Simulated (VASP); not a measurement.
Input of a VASP 6.6.1 run:

File INCAR:

```
SYSTEM = BaTiO3
PREC     = Accurate       ! precision mode
ENCUT    = 600            ! plane-wave cutoff, eV
EDIFF    = 1E-7           ! SCF threshold, eV
ISMEAR   = 0              ! smearing method
SIGMA    = 0.02           ! smearing width, eV
LREAL    = .False.        ! projectors in reciprocal space
LASPH    = .True.         ! aspherical terms in the spheres
NELM     = 150            ! most SCF steps
ALGO     = Normal         ! electronic algorithm
ISIF     = 3              ! what is computed and relaxed
LWAVE    = .False.        ! write WAVECAR
LCHARG   = .False.        ! write CHGCAR
LMAXMIX  = 4              ! l up to which the mixer works
LDAU     = .True.         ! DFT+U
LDAUTYPE = 2            
LDAUL    = -1 2 -1        ! shell
LDAUU    = 0 4 0          ! U, eV
LDAUJ    = 0 0 0        
LDAUPRINT= 1            
GGA      = PE             ! functional
IBRION   = 2              ! ionic algorithm
NSW      = 70             ! ionic steps
EDIFFG   = -0.008         ! ionic threshold
PSTRESS  = 120.0
```

Contents of KPOINTS:

```
Automatic mesh
0
Gamma
  6 6 6
  0 0 0
```

The input POSCAR:

```
BaTiO3
1.0
    3.9109679674      0.0000000000      0.0000000000
    0.0000000000      2.7764672403      2.7805421978
    0.0000000000     -2.7764672403      2.7805421978
Ba Ti O
1 1 3
Direct
    0.0000000000      0.0001752190      0.0001752190
    0.5000000000      0.5073077325      0.5073077325
    0.5000000000      0.9878069946      0.4924911951
    0.5000000000      0.4924911951      0.9878069946
    0.0000000000      0.4921188588      0.4921188588
```

Potentials or basis: VASP PAW PBE potentials, release 64 (Ba_sv, Ti_sv, O).

Run with:

```sh
$ cat potpaw_PBE.64/Ba_sv/POTCAR potpaw_PBE.64/Ti_sv/POTCAR potpaw_PBE.64/O/POTCAR > POTCAR
$ mpirun -np 1 vasp_std > vasp.out
```

**Question.** Predict the band gap on the k mesh.

**Answer.** 2.28 eV, indirect (least direct gap 2.44 eV).

**Question.** What does it give for the space group after relaxing (to 0.05 Å)?

**Answer.** Pm-3m (No. 221).

**Question.** Predict the relaxed cell.

**Answer.** a = 3.968 Å, b = 3.969 Å, c = 3.969 Å, α = 90.00°, β = 90.00°, γ = 90.00°.

Final structure:
```
Ba Ti O
1.0
     3.96802    0.00000    0.00000
     0.00000    2.80629    2.80623
     0.00000   -2.80629    2.80623
Ba Ti O
1 1 3
Direct
  0.00000 0.99592 0.99592
  0.50000 0.49587 0.49587
  0.50000 0.99598 0.49609
  0.50000 0.49609 0.99598
  0.00000 0.49603 0.49603
```

Caveat: the cell is relaxed towards a set pressure, so the enthalpy falls and the energy may rise; spin-orbit coupling is left out, which moves the levels of the heavy elements. A k mesh can miss the band edges.
